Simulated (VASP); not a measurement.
# Cr (I4/mmm) in VASP: a series of runs

Runs on Cr. Level: PBE. Tasks: single point.

Program: VASP 6.6.1. These are calculated values, not measurements. Logs are shortened: lines on timing, memory, paths and dates and some standing lists are left out, and cuts for length are marked.

**1. The cell of the first run**

It takes space group I4/mmm (No. 139, tetragonal). The conventional cell has a = 3.115 Å, b = 3.115 Å, c = 2.884 Å, α = 90.00°, β = 90.00°, γ = 90.00°. Cr (site symmetry 4/mmm) has 14 Cr at 2.63 to 3.11 Å within 3.5 Å.

**2. Single point, PBE (strain +0.080 along x and y, +0.000 along z)**

INCAR reads:

```
PREC = Accurate ; ENCUT = 520
EDIFF = 1E-6 ; ISMEAR = 0
SIGMA = 0.15 ; LREAL = F
LASPH = T ; NELM = 60
ALGO = Fast ; ISIF = 2
LWAVE = F ; LCHARG = F
GGA = PE ; NBANDS = 12
```

KPOINTS reads:

```
regular mesh
0
Gamma
  24 24 24
```

POSCAR reads:

```
Cr
1.0
   -1.5573060000      1.5573060000      1.4419500000
    1.5573060000     -1.5573060000      1.4419500000
    1.5573060000      1.5573060000     -1.4419500000
Cr
1
Direct
    0.0000000000      0.0000000000      0.0000000000
```

Potentials or basis: VASP PAW PBE potentials, release 64 (Cr_pv).

Started as:

```bash
> cat potpaw_PBE.64/Cr_pv/POTCAR > POTCAR
> mpirun -np 1 vasp_std > vasp.out
```

OUTCAR:

```text
PREC = Accurate
   ENCUT = 520
   EDIFF = 1E-6
   ISMEAR = 0
   LREAL = F
   LASPH = T
   NELM = 60
   ISIF = 2
   GGA = PE

 ion  position               nearest neighbor table
   1  0.000  0.000  0.000-

  LATTYP: Found a body centered tetragonal cell.
 ALAT       =     3.1146120000
 C/A-ratio  =     0.9259259259

  Lattice vectors:

 A1 = (  -1.5573060000,   1.5573060000,   1.4419500000)
 A2 = (   1.5573060000,  -1.5573060000,   1.4419500000)
 A3 = (   1.5573060000,   1.5573060000,  -1.4419500000)

Analysis of symmetry for initial positions (statically):
=====================================================================
 Subroutine PRICEL returns:
 Original cell was already a primitive cell.

 Routine SETGRP: Setting up the symmetry group for a
 body centered tetragonal supercell.

 Subroutine GETGRP returns: Found 16 space group operations
 (whereof 16 operations were pure point group operations)
 out of a pool of 16 trial point group operations.

The static configuration has the point symmetry D_4h.

Analysis of symmetry for dynamics (positions and initial velocities):
=====================================================================
 Subroutine PRICEL returns:
 Original cell was already a primitive cell.

 Routine SETGRP: Setting up the symmetry group for a
 body centered tetragonal supercell.

 Subroutine GETGRP returns: Found 16 space group operations
 (whereof 16 operations were pure point group operations)
 out of a pool of 16 trial point group operations.

The dynamic configuration has the point symmetry D_4h.

 Subroutine INISYM returns: Found 16 space group operations
 (whereof 16 operations are pure point group operations),
 and found     1 'primitive' translations

----------------------------------------------------------------------------------------

                                     Primitive cell

  volume of cell :      13.9881

  direct lattice vectors                    reciprocal lattice vectors
    -1.557306000  1.557306000  1.441950000     0.000000000  0.321067279  0.346752661
     1.557306000 -1.557306000  1.441950000     0.321067279  0.000000000  0.346752661
     1.557306000  1.557306000 -1.441950000     0.321067279  0.321067279  0.000000000

  length of vectors
     2.632417854  2.632417854  2.632417854     0.472569155  0.472569155  0.454057700

  position of ions in fractional coordinates (direct lattice)
     0.000000000  0.000000000  0.000000000

  ion indices of the primitive-cell ions
[... 81 lines left out ...]
   ISYM   =      2    0-nonsym 1-usesym 2-fastsym
   POTIM  = 0.5000    time-step for ionic-motion
   TEBEG  =    0.0;   TEEND  =   0.0 temperature during run
   PSTRESS=    0.0 pullay stress
   NELECT =      12.0000    total number of electrons
   NUPDOWN=      -1.0000    fix difference up-down
   EMIN   =  10.00;   EMAX   =-10.00  energy-range for DOS
   EFERMI =   0.00;   METHOD = LEGACY
   ISMEAR =     0;   SIGMA  =   0.15  broadening in eV -4-tet -1-fermi 0-gaus
   EFERMI_NEDOS =   21; number of points for ismear=-14 and -15
   IALGO  =     68    algorithm
   IMIX   =      4    mixing-type and parameters
     AMIX     =   0.40;   BMIX     =  1.00
     AMIX_MAG =   1.60;   BMIX_MAG =  1.00
  volume/ion in A,a.u.               =      13.99        94.40
  Fermi-wavevector in a.u.,A,eV,Ry     =   1.555545  2.939554 32.922287  2.419720
  Thomas-Fermi vector in A             =   2.659470
   LORBIT       =      0    0 simple, 1 ext, 2 COOP (PROOUT), +10 PAW based schemes
   GGA     = PE    functional components
   LHFCALC =     F    Hartree Fock is set to
   AEXX    =    0.0000 exact exchange contribution
   IVDW    =     0    specifies the selected vdW correction
   LEPSILON=     F    determine dielectric tensor
   LRPA    =     F    only Hartree local field effects (RPA)
 non-spin polarized calculation
 RMM-DIIS sequential band-by-band and
 Gauss-broadening in eV      SIGMA  =   0.15
  energy-cutoff  :      520.00
  volume of cell :       13.99
 maximum number of plane-waves:       396
   NGX =  9   NGY =  9   NGZ =  9

 number of electron      12.0000002 magnetization

 Free energy of the ion-electron system (eV)
  ---------------------------------------------------
  ext. energy  EPLUGINS =         0.00000000
  ---------------------------------------------------
  free energy    TOTEN  =        -9.18377709 eV

  energy without entropy =       -9.17320395  energy(sigma->0) =       -9.17849052

 E-fermi :   8.4556     XC(G=0): -12.5974

 val. band max:        8.4552021690   @ k =  -0.0417   0.4167   0.0417
 cond. band min:       8.4576987277   @ k =  -0.3750   0.3750   0.2083
 fundamental gap:      0.0024965587
 Fermi energy:         8.4556120799

 k-point     1 :       0.0000    0.0000    0.0000
  band No.  band energies     occupation
      1     -34.4866      2.00000
      2     -34.4866      2.00000
      3     -34.4428      2.00000
      4       1.3449      2.00000
      5       7.4412      2.00000
      6       7.9667      2.00000
      7       7.9667      2.00000
      8       9.0634      0.00000
      9       9.5832      0.00000
     10      15.4997      0.00000
     11      28.7184      0.00000
     12      28.7184      0.00000
[... 331 lines left out ...]
 k-point    24 :       0.4583    0.0417    0.0000
  band No.  band energies     occupation
      1     -34.9495      2.00000
      2     -34.6546      2.00000
      3     -34.4872      2.00000
      4       4.9416      2.00000
      5       6.4215      2.00000
      6       9.0505      0.00000
      7       9.4312      0.00000
      8       9.9635      0.00000
      9      10.7674      0.00000
     10      15.4836      0.00000
     11      16.6663      0.00000
     12      23.6914      0.00000

 [... further k-points ...]

------------------------ aborting loop because EDIFF is reached ----------------------------------------

  FORCE on cell =-STRESS in cart. coord.  units (eV):
  Direction    XX          YY          ZZ          XY          YZ          ZX
  --------------------------------------------------------------------------------------
  -------------------------------------------------------------------------------------
  Total       -3.2843241     -3.2843241     -1.8412246      0.0000000      0.0000000      0.0000000
  in kB     -376.1824071   -376.1824071   -210.8915842      0.0000000      0.0000000      0.0000000
  external PRESSURE =    -321.0854661 kB  Pullay stress =       0.0000000 kB

 VOLUME and BASIS-vectors are now :
 -----------------------------------------------------------------------------
  energy-cutoff  :      520.00
  volume of cell :       13.99
      direct lattice vectors                 reciprocal lattice vectors
    -1.557306000  1.557306000  1.441950000     0.000000000  0.321067279  0.346752661
     1.557306000 -1.557306000  1.441950000     0.321067279  0.000000000  0.346752661
     1.557306000  1.557306000 -1.441950000     0.321067279  0.321067279  0.000000000

 POSITION                                       TOTAL-FORCE (eV/Angst)
 -----------------------------------------------------------------------------------
      0.00000      0.00000      0.00000         0.000000     -0.000000     -0.000000
 -----------------------------------------------------------------------------------
    total drift:                                0.000000     -0.000000      0.000000

  FREE ENERGIE OF THE ION-ELECTRON SYSTEM (eV)
  ---------------------------------------------------
  free  energy   TOTEN  =        -9.1837770910 eV

  energy  without entropy=       -9.1732039492  energy(sigma->0) =       -9.17849052
```

OSZICAR:

```text
N       E                     dE             d eps       ncg     rms          rms(c)
DAV:   1     0.822347460439E+02    0.82235E+02   -0.71761E+03 25636   0.115E+03
DAV:   2    -0.975187157208E+01   -0.91987E+02   -0.88860E+02 25880   0.293E+02
DAV:   3    -0.110803062644E+02   -0.13284E+01   -0.13199E+01 29260   0.424E+01
DAV:   4    -0.110883517537E+02   -0.80455E-02   -0.80453E-02 27440   0.332E+00
DAV:   5    -0.110884628890E+02   -0.11114E-03   -0.11114E-03 28392   0.359E-01    0.110E+01
RMM:   6    -0.923025301222E+01    0.18582E+01   -0.59509E+00 27024   0.278E+01    0.244E+00
RMM:   7    -0.919344371008E+01    0.36809E-01   -0.18125E-01 28114   0.497E+00    0.123E+00
RMM:   8    -0.918527933812E+01    0.81644E-02   -0.15884E-02 29379   0.109E+00    0.337E-01
RMM:   9    -0.918376455513E+01    0.15148E-02   -0.53726E-03 29061   0.915E-01    0.360E-02
RMM:  10    -0.918378378883E+01   -0.19234E-04   -0.17838E-04 30020   0.203E-01    0.185E-02
RMM:  11    -0.918377608989E+01    0.76989E-05   -0.46167E-05 30465   0.107E-01    0.663E-03
RMM:  12    -0.918377666955E+01   -0.57966E-06   -0.11370E-05 28855   0.516E-02    0.187E-03
RMM:  13    -0.918377709097E+01   -0.42141E-06   -0.24859E-06 20287   0.222E-02
   1 F= -.91837771E+01 E0= -.91784905E+01  d E =-.105731E-01
```

It took 65 s on 1 thread of Intel Xeon Platinum 8559C (Emerald Rapids), shared host; peak memory 0.27 GiB.

What came out:

```
Free energy            : -9.1838 eV
Pressure               : -32.1 GPa
Band gap on the k mesh : zero (band 6 reaches 10.29 eV, above the bottom of band 7 at 7.85 eV)
```

Stress tensor (GPa, compression positive):
```
-37.62   0.00   0.00
  0.00 -37.62   0.00
  0.00   0.00 -21.09
```

Caveat: the cell differs from its parent crystal (strain +0.080 along x and y, +0.000 along z); the run has no spin polarisation, though such a crystal can be magnetic. Spin polarisation is off, so any magnetic state and its effect on volume and gap are missing.

**3. Single point, PBE (strain -0.080 along x and y, +0.000 along z)**

INCAR reads:

```
SYSTEM = Cr
PREC     = Accurate       ! precision mode
ENCUT    = 520            ! plane-wave cutoff, eV
EDIFF    = 1E-6           ! SCF threshold, eV
ISMEAR   = 0              ! smearing method
SIGMA    = 0.15           ! smearing width, eV
LREAL    = .FALSE.        ! projectors in reciprocal space
LASPH    = .TRUE.         ! aspherical terms in the spheres
NELM     = 80             ! most SCF steps
ALGO     = Normal         ! electronic algorithm
ISIF     = 2              ! what is computed and relaxed
LWAVE    = .FALSE.        ! write WAVECAR
LCHARG   = .TRUE.         ! write CHGCAR
GGA      = PE             ! functional
LELF     = .TRUE.         ! ELF
LVHAR    = .TRUE.       
NBANDS   = 12             ! bands
```

KPOINTS reads:

```
Automatic mesh
0
G
  24 24 24
  0 0 0
```

POSCAR reads:

```
Cr
1.0
   -1.3265940000      1.3265940000      1.4419500000
    1.3265940000     -1.3265940000      1.4419500000
    1.3265940000      1.3265940000     -1.4419500000
Cr
1
Direct
    0.0000000000      0.0000000000      0.0000000000
```

Potentials or basis: VASP PAW PBE potentials, release 64 (Cr_pv).

Started as:

```bash
> cat potpaw_PBE.64/Cr_pv/POTCAR > POTCAR
> mpirun -np 1 vasp_std > vasp.out
```

Run time: 44 s. Hardware: 1 thread of Intel Xeon Platinum 8559C (Emerald Rapids), shared host; peak memory 0.23 GiB.

Results (log left out):

```yaml
Free_energy: -9.2874 eV
Pressure: 44.5 GPa
Band_gap_on_the_k_mesh: zero (band 6 reaches 15.75 eV, above the bottom of band 7 at 12.05 eV)
```

Stress tensor (GPa, compression positive):
```
56.41  0.00  0.00
 0.00 56.41  0.00
 0.00  0.00 20.83
```

Levels at points of the mesh, in eV from the Fermi level:
```tsv
k point	band 2	band 3	band 4	band 5	band 6	band 7	band 8	band 9	band 10	band 11
(0.00, 0.00, 0.00)	-42.53	-42.53	-8.31	-1.31	-1.31	-0.56	0.83	1.65	7.19	22.06
(0.50, 0.00, 0.00)	-42.91	-42.55	-5.09	-2.61	0.78	1.25	1.88	3.30	7.19	11.33
(0.50, 0.50, 0.00)	-43.02	-42.62	-5.25	-3.55	1.89	2.04	2.10	3.45	7.19	12.16
(0.50, 0.50, 0.50)	-43.37	-43.37	-5.35	-5.04	2.79	2.98	2.98	7.19	9.77	12.95
```

Caveat: the cell differs from its parent crystal (strain -0.080 along x and y, +0.000 along z); the run has no spin polarisation, though such a crystal can be magnetic. Spin polarisation is off, so any magnetic state and its effect on volume and gap are missing.
